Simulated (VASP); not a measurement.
# ZrS (I4/mmm) in VASP: notebook

ZrS is run at these levels: r2SCAN; tasks: single point.

Program: VASP 6.6.1. These are calculated values, not measurements. Logs are shortened: lines on timing, memory, paths and dates and some standing lists are left out, and cuts for length are marked.

**1. The cell of the first run**

The structure is tetragonal, space group I4/mmm (No. 139). The conventional cell has a = 3.639 Å, b = 3.639 Å, c = 5.225 Å, α = 90.00°, β = 90.00°, γ = 90.00°. Within 3.4 Å of Zr (site symmetry 4/mmm) lie 6 S at 2.57 to 2.61 Å. S (site symmetry 4/mmm) has 6 Zr at 2.57 to 2.61 Å within 3.4 Å.

**2. Single point, r2SCAN (strain -0.015 along x and y, +0.000 along z)**

POSCAR reads:

```
ZrS
1.0
    0.0000000000      2.5732775342      2.6124645017
    2.5732775342      0.0000000000      2.6124645017
    2.5732775342      2.5732775342      0.0000000000
Zr S
1 1
Direct
    0.0000000000      0.0000000000      0.0000000000
    0.5000000000      0.5000000000      0.5000000000
```

INCAR.step1 reads:

```
PREC     = Accurate       # precision mode
ENCUT    = 520            # plane-wave cutoff, eV
ISMEAR   = 0              # smearing method
SIGMA    = 0.15           # smearing width, eV
LREAL    = False          # projectors in reciprocal space
LASPH    = True           # aspherical terms in the spheres
NELM     = 80             # most SCF steps
NBANDS   = 16             # bands
GGA      = PE             # functional
ALGO     = Normal         # electronic algorithm
EDIFF    = 1E-4           # SCF threshold, eV
LWAVE    = True           # write WAVECAR
LCHARG   = False          # write CHGCAR
```

INCAR.step2 reads:

```
PREC     = Accurate       # precision mode
ENCUT    = 520            # plane-wave cutoff, eV
EDIFF    = 1E-7           # SCF threshold, eV
ISMEAR   = 0              # smearing method
SIGMA    = 0.15           # smearing width, eV
LREAL    = False          # projectors in reciprocal space
LASPH    = True           # aspherical terms in the spheres
NELM     = 80             # most SCF steps
ALGO     = Normal         # electronic algorithm
ISIF     = 2              # what is computed and relaxed
LWAVE    = False          # write WAVECAR
LCHARG   = True           # write CHGCAR
METAGGA  = R2SCAN         # meta-GGA
LMIXTAU  = True         
LELF     = True           # ELF
LVHAR    = True         
NBANDS   = 16             # bands
ISTART   = 1
```

KPOINTS reads:

```
Automatic mesh
0
Gamma
  20 20 20
```

Potentials or basis: VASP PAW PBE potentials, release 64 (Zr_sv, S).

Run with:

```sh
cat potpaw_PBE.64/Zr_sv/POTCAR potpaw_PBE.64/S/POTCAR > POTCAR
cp INCAR.step1 INCAR
mpirun -np 1 vasp_std > vasp.out
cp INCAR.step2 INCAR
mpirun -np 1 vasp_std > vasp.out
```

OUTCAR:

```text
PREC = Accurate
   ENCUT = 520
   EDIFF = 1E-7
   ISMEAR = 0
   LREAL = False
   LASPH = True
   NELM = 80
   ISIF = 2
   METAGGA = R2SCAN
   ISTART = 1

 ion  position               nearest neighbor table
   1  0.000  0.000  0.000-   2 2.57   2 2.57   2 2.57   2 2.57   2 2.61   2 2.61
   2  0.500  0.500  0.500-   1 2.57   1 2.57   1 2.57   1 2.57   1 2.61   1 2.61

  LATTYP: Found a body centered tetragonal cell.
 ALAT       =     3.6391639886
 C/A-ratio  =     1.4357498095

  Lattice vectors:

 A1 = (  -2.5732775342,   0.0000000000,   2.6124645017)
 A2 = (   2.5732775342,   0.0000000000,   2.6124645017)
 A3 = (   0.0000000000,   2.5732775342,  -2.6124645017)

Analysis of symmetry for initial positions (statically):
=====================================================================
 Subroutine PRICEL returns:
 Original cell was already a primitive cell.

 Routine SETGRP: Setting up the symmetry group for a
 body centered tetragonal supercell.

 Subroutine GETGRP returns: Found 16 space group operations
 (whereof 16 operations were pure point group operations)
 out of a pool of 16 trial point group operations.

The static configuration has the point symmetry D_4h.

Analysis of symmetry for dynamics (positions and initial velocities):
=====================================================================
 Subroutine PRICEL returns:
 Original cell was already a primitive cell.

 Routine SETGRP: Setting up the symmetry group for a
 body centered tetragonal supercell.

 Subroutine GETGRP returns: Found 16 space group operations
 (whereof 16 operations were pure point group operations)
 out of a pool of 16 trial point group operations.

The dynamic configuration has the point symmetry D_4h.

 Subroutine INISYM returns: Found 16 space group operations
 (whereof 16 operations are pure point group operations),
 and found     1 'primitive' translations

----------------------------------------------------------------------------------------

                                     Primitive cell

  volume of cell :      34.5982

  direct lattice vectors                    reciprocal lattice vectors
     0.000000000  2.573277534  2.612464502    -0.194304731  0.194304731  0.191390160
     2.573277534  0.000000000  2.612464502     0.194304731 -0.194304731  0.191390160
     2.573277534  2.573277534  0.000000000     0.194304731  0.194304731 -0.191390160

  length of vectors
     3.666978053  3.666978053  3.639163989     0.334871394  0.334871394  0.334871394

  position of ions in fractional coordinates (direct lattice)
     0.000000000  0.000000000  0.000000000
     0.500000000  0.500000000  0.500000000

  ion indices of the primitive-cell ions
   primitive index   ion index
                 1           1
                 2           2

----------------------------------------------------------------------------------------

 KPOINTS: Automatic mesh

Automatic generation of k-mesh.
 Grid dimensions read from file:
 generate k-points for:   20   20   20

 Generating k-lattice:

  Cartesian coordinates                     Fractional coordinates (reciprocal lattice)
    -0.009715237  0.009715237  0.009569508     0.050000000 -0.000000000  0.000000000
     0.009715237 -0.009715237  0.009569508    -0.000000000  0.050000000  0.000000000
     0.009715237  0.009715237 -0.009569508     0.000000000  0.000000000  0.050000000

  Length of vectors
     0.016743570  0.016743570  0.016743570

  Shift w.r.t. Gamma in fractional coordinates (k-lattice)
     0.000000000  0.000000000  0.000000000

 Subroutine IBZKPT returns following result:
 ===========================================

 Found    641 irreducible k-points:

 Following reciprocal coordinates:
            Coordinates               Weight
  0.000000  0.000000  0.000000      1.000000
  0.050000 -0.000000  0.000000      8.000000
  0.100000 -0.000000  0.000000      8.000000
  0.150000 -0.000000  0.000000      8.000000
  0.200000 -0.000000  0.000000      8.000000
  0.250000  0.000000  0.000000      8.000000
[... 16 lines left out ...]
 -0.400000  0.050000  0.000000      8.000000
 -0.350000  0.050000  0.000000      8.000000
 [... further k-points ...]
   k-points           NKPTS =    641   k-points in BZ     NKDIM =    641   number of bands    NBANDS=     16
   number of dos      NEDOS =    301   number of ions     NIONS =      2
   total plane-waves  NPLWV =  21952
   dimension x,y,z NGX =    28 NGY =   28 NGZ =   28
   dimension x,y,z NGXF=    56 NGYF=   56 NGZF=   56
   ions per type =               1   1
   NGX,Y,Z   is equivalent  to a cutoff of  12.69, 12.69, 12.79 a.u.
   NGXF,Y,Z  is equivalent  to a cutoff of  25.39, 25.39, 25.58 a.u.
 SYSTEM =  unknown system
   PREC   = accura    normal or accurate (medium, high low for compatibility)
   ISTART =      1    job   : 0-new  1-cont  2-samecut
   ICHARG =      0    charge: 1-file 2-atom 10-const
   ISPIN  =      1    spin polarized calculation?
[... 56 lines left out ...]
 cond. band min:      11.4846304775   @ k =  -0.3000   0.3500   0.1000
 fundamental gap:      0.0030591580
 Fermi energy:        11.4844236972

 k-point     1 :       0.0000    0.0000    0.0000
  band No.  band energies     occupation
      1     -40.2772      2.00000
      2     -17.5635      2.00000
      3     -17.5635      2.00000
      4     -17.5536      2.00000
      5      -5.5159      2.00000
      6       7.4687      2.00000
[... 8 lines left out ...]
     15      19.2165      0.00000
     16      24.3432      0.00000

 k-point     2 :       0.0500   -0.0000    0.0000
  band No.  band energies     occupation
      1     -40.2763      2.00000
      2     -17.5731      2.00000
      3     -17.5643      2.00000
      4     -17.5563      2.00000
      5      -5.4796      2.00000
      6       7.2843      2.00000
[... 8 lines left out ...]
     15      19.3319      0.00000
     16      24.1438      0.00000

 k-point     3 :       0.1000   -0.0000    0.0000
  band No.  band energies     occupation
      1     -40.2739      2.00000
      2     -17.6046      2.00000
      3     -17.5665      2.00000
      4     -17.5601      2.00000
      5      -5.3732      2.00000
      6       6.7732      2.00000
[... 8 lines left out ...]
     15      19.6477      0.00000
     16      23.6215      0.00000

 k-point     4 :       0.1500   -0.0000    0.0000
  band No.  band energies     occupation
      1     -40.2701      2.00000
      2     -17.6543      2.00000
      3     -17.5699      2.00000
      4     -17.5649      2.00000
      5      -5.2037      2.00000
      6       6.1131      2.00000
[... 8 lines left out ...]
     15      20.0409      0.00000
     16      23.0600      0.00000

 k-point     5 :       0.2000   -0.0000    0.0000
  band No.  band energies     occupation
      1     -40.2653      2.00000
      2     -17.7162      2.00000
      3     -17.5742      2.00000
      4     -17.5706      2.00000
      5      -4.9826      2.00000
      6       5.4104      2.00000
[... 8 lines left out ...]
     15      20.2359      0.00000
     16      22.4520      0.00000

 k-point     6 :       0.2500    0.0000    0.0000
  band No.  band energies     occupation
      1     -40.2599      2.00000
      2     -17.7837      2.00000
      3     -17.5789      2.00000
      4     -17.5769      2.00000
      5      -4.7256      2.00000
      6       4.7238      2.00000
[... 8 lines left out ...]
     15      20.1857      0.00000
     16      21.5026      0.00000
[... 267 lines left out ...]
 k-point    21 :       0.5000    0.0500    0.0000
  band No.  band energies     occupation
      1     -40.2424      2.00000
      2     -17.9883      2.00000
      3     -17.6028      2.00000
      4     -17.5965      2.00000
      5      -3.7835      2.00000
      6       2.8166      2.00000
[... 8 lines left out ...]
     15      17.8705      0.00000
     16      18.3201      0.00000

 k-point    22 :      -0.4500    0.0500    0.0000
  band No.  band energies     occupation
      1     -40.2426      2.00000
      2     -17.9860      2.00000
      3     -17.6042      2.00000
      4     -17.5942      2.00000
      5      -3.7959      2.00000
      6       2.8393      2.00000
[... 8 lines left out ...]
     15      18.0159      0.00000
     16      18.1733      0.00000

 k-point    23 :      -0.4000    0.0500    0.0000
  band No.  band energies     occupation
      1     -40.2445      2.00000
      2     -17.9643      2.00000
      3     -17.6035      2.00000
      4     -17.5905      2.00000
      5      -3.9089      2.00000
      6       3.0380      2.00000
[... 8 lines left out ...]
     15      18.5666      0.00000
     16      18.6024      0.00000

 k-point    24 :      -0.3500    0.0500    0.0000
  band No.  band energies     occupation
      1     -40.2479      2.00000
      2     -17.9252      2.00000
      3     -17.6006      2.00000
      4     -17.5859      2.00000
      5      -4.1023      2.00000
      6       3.3926      2.00000
[... 8 lines left out ...]
     15      19.1691      0.00000
     16      19.5049      0.00000

 [... further k-points ...]

------------------------ aborting loop because EDIFF is reached ----------------------------------------

  FORCE on cell =-STRESS in cart. coord.  units (eV):
  Direction    XX          YY          ZZ          XY          YZ          ZX
  --------------------------------------------------------------------------------------
  -------------------------------------------------------------------------------------
  Total        1.3255370      1.3255370      0.3002710      0.0000000      0.0000000      0.0000000
  in kB       61.3830942     61.3830942     13.9049782      0.0000000      0.0000000      0.0000000
  external PRESSURE =      45.5570555 kB  Pullay stress =       0.0000000 kB

 VOLUME and BASIS-vectors are now :
 -----------------------------------------------------------------------------
  energy-cutoff  :      520.00
  volume of cell :       34.60
      direct lattice vectors                 reciprocal lattice vectors
     0.000000000  2.573277534  2.612464502    -0.194304731  0.194304731  0.191390160
     2.573277534  0.000000000  2.612464502     0.194304731 -0.194304731  0.191390160
     2.573277534  2.573277534  0.000000000     0.194304731  0.194304731 -0.191390160

 POSITION                                       TOTAL-FORCE (eV/Angst)
 -----------------------------------------------------------------------------------
      0.00000      0.00000      0.00000        -0.000000      0.000000      0.000000
      2.57328      2.57328      2.61246         0.000000     -0.000000     -0.000000
 -----------------------------------------------------------------------------------
    total drift:                                0.000000      0.000000      0.000000

  FREE ENERGIE OF THE ION-ELECTRON SYSTEM (eV)
  ---------------------------------------------------
  free  energy   TOTEN  =       -33.8719682522 eV

  energy  without entropy=      -33.8589330089  energy(sigma->0) =      -33.86545063
```

Wall time 19 min (1 thread of Intel Xeon Platinum 8259CL at 2.50GHz (Skylake/Cascade Lake), shared host); peak memory 0.45 GiB.

Results:

```yaml
Free_energy: -33.8720 eV
Pressure: 4.6 GPa
Band_gap_on_the_k_mesh: zero (bands 9 and 10 overlap by 3.05 eV)
```

Levels at points of the mesh, in eV from the Fermi level:
```
           k point  band 6  band 7  band 8  band 9  band 10  band 11  band 12  band 13
(0.00, 0.00, 0.00)   -4.02   -3.97   -3.97   -1.63    -1.46    -1.46    -0.77    -0.71
(0.50, 0.00, 0.00)   -8.72   -6.62   -6.61    1.59     1.65     2.02     2.14     6.04
(0.50, 0.50, 0.00)   -6.90   -4.92   -4.92   -3.75     0.51     2.59     2.59     3.27
(0.50, 0.00, 0.50)   -6.79   -5.00   -4.99   -3.73     0.59     2.51     2.63     3.27
```

Caveat: the cell differs from its parent crystal (strain -0.015 along x and y, +0.000 along z); the cell stands under pressure; the PAW data sets were made with another functional, which shifts forces and pressure a little.

**3. Single point, r2SCAN (strain +0.000 along x and y, -0.015 along z)**

POSCAR reads:

```
ZrS
1.0
    0.0000000000      2.6124645017      2.5732775342
    2.6124645017      0.0000000000      2.5732775342
    2.6124645017      2.6124645017      0.0000000000
Zr S
1 1
Direct
    0.0000000000      0.0000000000      0.0000000000
    0.5000000000      0.5000000000      0.5000000000
```

INCAR.step1 reads:

```
SYSTEM = ZrS
PREC     = Accurate       ! precision mode
ENCUT    = 520            ! plane-wave cutoff, eV
ISMEAR   = 0              ! smearing method
SIGMA    = 0.15           ! smearing width, eV
LREAL    = .False.        ! projectors in reciprocal space
LASPH    = .True.         ! aspherical terms in the spheres
NELM     = 80             ! most SCF steps
NBANDS   = 16             ! bands
GGA      = PE             ! functional
ALGO     = Normal         ! electronic algorithm
EDIFF    = 1E-4           ! SCF threshold, eV
LWAVE    = .True.         ! write WAVECAR
LCHARG   = .False.        ! write CHGCAR
```

INCAR.step2 reads:

```
SYSTEM = ZrS
PREC     = Accurate       ! precision mode
ENCUT    = 520            ! plane-wave cutoff, eV
EDIFF    = 1E-7           ! SCF threshold, eV
ISMEAR   = 0              ! smearing method
SIGMA    = 0.15           ! smearing width, eV
LREAL    = .False.        ! projectors in reciprocal space
LASPH    = .True.         ! aspherical terms in the spheres
NELM     = 80             ! most SCF steps
ALGO     = Normal         ! electronic algorithm
ISIF     = 2              ! what is computed and relaxed
LWAVE    = .False.        ! write WAVECAR
LCHARG   = .True.         ! write CHGCAR
METAGGA  = R2SCAN         ! meta-GGA
LMIXTAU  = .True.       
LELF     = .True.         ! ELF
LVHAR    = .True.       
NBANDS   = 16             ! bands
ISTART   = 1
```

KPOINTS reads:

```
regular mesh
0
Gamma
  20 20 20
  0 0 0
```

Potentials or basis: VASP PAW PBE potentials, release 64 (Zr_sv, S).

Run with:

```sh
cat potpaw_PBE.64/Zr_sv/POTCAR potpaw_PBE.64/S/POTCAR > POTCAR
cp INCAR.step1 INCAR
mpirun -np 1 vasp_std > vasp.out
cp INCAR.step2 INCAR
mpirun -np 1 vasp_std > vasp.out
```

It took 21 min on 1 thread of Intel Xeon Platinum 8259CL at 2.50GHz (Skylake/Cascade Lake), shared host; peak memory 0.45 GiB.

The run converged. Its results:

- Free energy: -33.8829 eV
- Pressure: 2.2 GPa
- Band gap on the k mesh: zero (bands 9 and 10 overlap by 3.08 eV)

Stress tensor (GPa, compression positive):
```
0.63 0.00 0.00
0.00 0.63 0.00
0.00 0.00 5.41
```

Levels at points of the mesh, in eV from the Fermi level:
```tsv
k point	band 7	band 8	band 9	band 10	band 11	band 12
(0.00, 0.00, 0.00)	-4.00	-3.95	-1.53	-1.53	-1.37	-0.74
(0.50, 0.00, 0.00)	-6.56	-6.54	1.55	1.61	1.96	2.12
(0.50, 0.50, 0.00)	-5.01	-5.01	-3.65	0.61	2.50	2.50
(0.50, 0.00, 0.50)	-4.94	-4.93	-3.67	0.53	2.46	2.57
```

Caveat: the cell differs from its parent crystal (strain +0.000 along x and y, -0.015 along z); the PAW data sets were made with another functional, which shifts forces and pressure a little.

**4. Single point, r2SCAN (strain +0.015 along x and y, -0.015 along z)**

POSCAR reads:

```
ZrS
1.0
    0.0000000000      2.6516514692      2.5732775342
    2.6516514692      0.0000000000      2.5732775342
    2.6516514692      2.6516514692      0.0000000000
Zr S
1 1
Direct
    0.0000000000      0.0000000000      0.0000000000
    0.5000000000      0.5000000000      0.5000000000
```

INCAR.step1 reads:

```
SYSTEM = ZrS
PREC = Accurate
ENCUT = 520
ISMEAR = 0
SIGMA = 0.15
LREAL = .FALSE.
LASPH = .TRUE.
NELM = 80
NBANDS = 16
GGA = PE
ALGO = Normal
EDIFF = 1E-4
LWAVE = .TRUE.
LCHARG = .FALSE.
```

INCAR.step2 reads:

```
SYSTEM = ZrS
PREC = Accurate
ENCUT = 520
EDIFF = 1E-6
ISMEAR = 0
SIGMA = 0.15
LREAL = .FALSE.
LASPH = .TRUE.
NELM = 80
ALGO = Normal
ISIF = 2
LWAVE = .FALSE.
LCHARG = .FALSE.
METAGGA = R2SCAN
LMIXTAU = .TRUE.
NBANDS = 16
ISTART = 1
```

KPOINTS reads:

```
regular mesh
0
G
  20 20 20
  0 0 0
```

Run with:

```sh
cat potpaw_PBE.64/Zr_sv/POTCAR potpaw_PBE.64/S/POTCAR > POTCAR
cp INCAR.step1 INCAR
mpirun -np 1 vasp_std > vasp.out
cp INCAR.step2 INCAR
mpirun -np 1 vasp_std > vasp.out
```

It took 19 min on 1 thread of Intel Xeon Platinum 8488C (Sapphire Rapids), shared host; peak memory 0.46 GiB.

It converged, with:

```yaml
Free_energy: -33.8696 eV
Pressure: -1.7 GPa
Band_gap_on_the_k_mesh: zero (bands 9 and 10 overlap by 2.96 eV)
```

Stress tensor (GPa, compression positive):
```
-4.55  0.00  0.00
 0.00 -4.55  0.00
 0.00  0.00  3.98
```

Levels at points of the mesh, in eV from the Fermi level:
| k point | band 7 | band 8 | band 9 | band 10 | band 11 | band 12 |
| --- | --- | --- | --- | --- | --- | --- |
| (0.00, 0.00, 0.00) | -4.00 | -3.92 | -1.51 | -1.51 | -1.19 | -0.73 |
| (0.50, 0.00, 0.00) | -6.44 | -6.41 | 1.44 | 1.57 | 1.87 | 2.10 |
| (0.50, 0.50, 0.00) | -5.03 | -5.03 | -3.50 | 0.65 | 2.37 | 2.37 |
| (0.50, 0.00, 0.50) | -4.90 | -4.88 | -3.52 | 0.49 | 2.30 | 2.49 |

Caveat: the cell differs from its parent crystal (strain +0.015 along x and y, -0.015 along z); the PAW data sets were made with another functional, which shifts forces and pressure a little.

**5. Summary**

| cell | gap on the mesh (eV) | pressure (GPa) |
| --- | --- | --- |
| a = 3.667, b = 3.667, c = 3.639 Å, angles 60.3, 60.3, 59.5°, 2 atoms | none | 4.6 |
| a = 3.667, b = 3.667, c = 3.695 Å, angles 59.8, 59.8, 60.5°, 2 atoms | none | 2.2 |
| a = 3.695, b = 3.695, c = 3.750 Å, angles 59.5, 59.5, 61.0°, 2 atoms | none | -1.7 |

Alike in all rows: task single point; level r2SCAN; potentials or basis VASP PAW PBE potentials, release 64 (Zr_sv, S); no spin polarisation; k mesh 20 × 20 × 20; cutoff (eV) 520; smearing gaussian 0.15 eV.

Caveats: the PAW data sets were made with another functional, which shifts forces and pressure a little; the cell stands under pressure (at least some runs).

Absolute energies hang on the potentials; compare differences alone.
